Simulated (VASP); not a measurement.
Write the native input for VASP 6.6.1 that does the following.

- Task: relaxation of cell and atoms
- Functional: PBE
- Potentials or basis: VASP PAW PBE potentials, release 64 (Be, Tl_d)
- Cutoff: 600 eV
- k mesh: 4 × 4 × 6
- Occupations: gaussian, width 0.1 eV
- Spin: no spin polarisation
- Dipole correction: no
- Further INCAR settings: ALGO = Normal; EDIFF = 1e-06; IBRION = 2; EDIFFG = -0.04; NSW = 90; ISIF = 3

The structure of Be2Tl lies in POSCAR:

```
Be2Tl
1.0
    4.4292423879      0.0000000000      0.0000000000
    0.0000000000      5.4058561529      0.0000000000
    0.0000000000      0.0000000000      3.3746988306
Be Tl
4 2
Direct
    0.2004000000      0.3787000000      0.0000000000
    0.7996000000      0.6213000000      0.0000000000
    0.7004000000      0.1213000000      0.5000000000
    0.2996000000      0.8787000000      0.5000000000
    0.0000000000      0.0000000000      0.0000000000
    0.5000000000      0.5000000000      0.5000000000
```

The input as run:

INCAR

```
PREC     = Accurate       # precision mode
ENCUT    = 600            # plane-wave cutoff, eV
EDIFF    = 1E-6           # SCF threshold, eV
ISMEAR   = 0              # smearing method
SIGMA    = 0.1            # smearing width, eV
LREAL    = False          # projectors in reciprocal space
LASPH    = True           # aspherical terms in the spheres
NELM     = 60             # most SCF steps
ALGO     = Normal         # electronic algorithm
ISIF     = 3              # what is computed and relaxed
LWAVE    = False          # write WAVECAR
LCHARG   = False          # write CHGCAR
GGA      = PE             # functional
IBRION   = 2              # ionic algorithm
NSW      = 90             # ionic steps
EDIFFG   = -0.04          # ionic threshold
```

KPOINTS

```
regular mesh
0
Gamma
  4 4 6
```

Potentials or basis: VASP PAW PBE potentials, release 64 (Be, Tl_d).

Command:

```bash
$ cat potpaw_PBE.64/Be/POTCAR potpaw_PBE.64/Tl_d/POTCAR > POTCAR
$ mpirun -np 1 vasp_std > vasp.out
```

It gave:

* Relaxed volume: 16.64 Å³/atom
* Relaxed cell: a = 4.447 Å, b = 4.822 Å, c = 4.656 Å, α = 90.00°, β = 90.00°, γ = 90.00°
* Space group after relaxing (to 0.05 Å): Immm (No. 71)
* Energy gained by relaxing: 684.8 meV/atom
* Ionic steps: 38
* Pressure after relaxing: 0.0 GPa
* Largest force after relaxing: 0.035 eV/Å
* Band gap on the k mesh: zero (band 17 reaches 6.38 eV, above the bottom of band 18 at 3.15 eV)

Caveat: the volume moved by over 15 % at a fixed basis, so the end points are rough; spin-orbit coupling is left out, which moves the levels of the heavy elements.

Wall time 9.7 min on 1 thread of Intel(R) Xeon(R) 6975P-C (Granite Rapids) (shared host), peak memory 0.26 GiB.
